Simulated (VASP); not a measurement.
AlN: single point with LDA

AlN:

```
Al N
1.0
     0.00000   -1.97203   -1.97203
     0.00000    1.97203   -1.97203
     3.94406    0.00000    0.00000
Al N
2 2
Direct
  0.52792 0.47208 0.00000
  0.97208 0.02792 0.50000
  0.48856 0.51144 0.50000
  0.01144 0.98856 0.00000
```

| Quantity | Value |
| --- | --- |
| Program | VASP 6.6.1 |
| Task | single point |
| Functional | LDA |
| Potentials or basis | VASP PAW LDA potentials, release 64 (Al, N) |
| Cutoff | 520 eV |
| k mesh | 8 × 8 × 6 |
| Occupations | gaussian, width 0.05 eV |
| Spin | no spin polarisation |

- Pressure: 17.6 GPa
- Largest force: 1.472 eV/Å
- Band gap on the k mesh: 4.96 eV, indirect (least direct gap 5.05 eV)

Forces in eV/Å, atoms in the order of the input:
```
Al   0.000  1.472  0.000
Al   0.000 -1.472  0.000
N    0.000 -0.114  0.000
N    0.000  0.114  0.000
```

Stress tensor (GPa, compression positive):
```
18.01  0.00  0.00
 0.00 19.40  0.00
 0.00  0.00 15.30
```

Levels at points of the mesh, in eV from the valence-band top:
| k point | band 4 | band 5 | band 6 | band 7 | band 8 | band 9 | band 10 | band 11 | band 12 | band 13 |
| --- | --- | --- | --- | --- | --- | --- | --- | --- | --- | --- |
| (0.00, 0.00, 0.00) | -3.02 | -3.02 | -0.07 | -0.03 | 0.00 | 5.05 | 5.20 | 6.81 | 11.88 | 12.20 |
| (0.50, 0.00, 0.00) | -6.20 | -4.53 | -4.48 | -1.34 | -1.24 | 8.51 | 9.00 | 10.30 | 11.15 | 11.29 |
| (0.50, 0.50, 0.00) | -7.93 | -3.03 | -3.03 | -3.01 | -3.01 | 4.96 | 5.03 | 5.11 | 5.18 | 14.74 |
| (0.00, 0.00, 0.50) | -3.93 | -1.78 | -1.78 | -1.78 | -1.78 | 7.30 | 7.30 | 8.49 | 8.49 | 11.81 |
| (0.50, 0.00, 0.50) | -8.85 | -1.24 | -1.24 | -1.22 | -1.22 | 6.53 | 6.53 | 11.33 | 11.33 | 11.39 |
| (0.50, 0.50, 0.50) | -6.17 | -6.17 | -6.17 | -4.14 | -4.14 | 8.63 | 8.63 | 10.94 | 10.94 | 10.98 |

Run time: 35 s on 1 thread of Intel(R) Xeon(R) Platinum 8259CL CPU @ 2.50GHz (Skylake/Cascade Lake) (shared host), peak memory 0.15 GiB.

Caveat: forces of over 1 eV/Å act on the atoms, so gaps and moduli don't describe the material at rest. As with any semilocal functional, this LDA gap is likely too small.
